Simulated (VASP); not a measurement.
TiCo3:

```
Ti Co
1.0
     3.37443    0.00000    0.00000
     0.00000    3.37443    0.00000
     0.00000    0.00000    3.37443
Ti Co
1 3
Direct
  0.00000 0.00000 0.00000
  0.00000 0.50000 0.50000
  0.50000 0.00000 0.50000
  0.50000 0.50000 0.00000
```

Base run:

| Property | Result |
| --- | --- |
| Program | VASP 6.6.1 |
| Functional | PBEsol |
| Potentials or basis | VASP PAW PBE potentials, release 64 (Ti_sv, Co) |
| Cutoff | 520 eV |
| k mesh | 12 × 12 × 12 |
| Occupations | gaussian, width 0.15 eV |
| Spin | collinear spin, ferromagnetic start |
| Starting moments | [0.5, 1.1, 1.1, 1.1] μB |
| Fixed moment | 3.8 μB |

Its results: pressure 54.4 GPa; site moments Ti +0.06; Co +1.22 μB.

Question: The run is repeated on the same cell with these changes: fixed moment from 3.8 μB to 1.52 μB; moments at the start from [0.5, 1.1, 1.1, 1.1] to [0.2, 0.44, 0.44, 0.44]. What comes out?

Answer: Pressure 43.6 GPa; site moments Ti -0.12; Co +0.54 μB.

Caveats: the cell stands under pressure; the PAW data sets were made with another functional, which shifts forces and pressure a little; the total moment is fixed, so each spin has its own Fermi level.
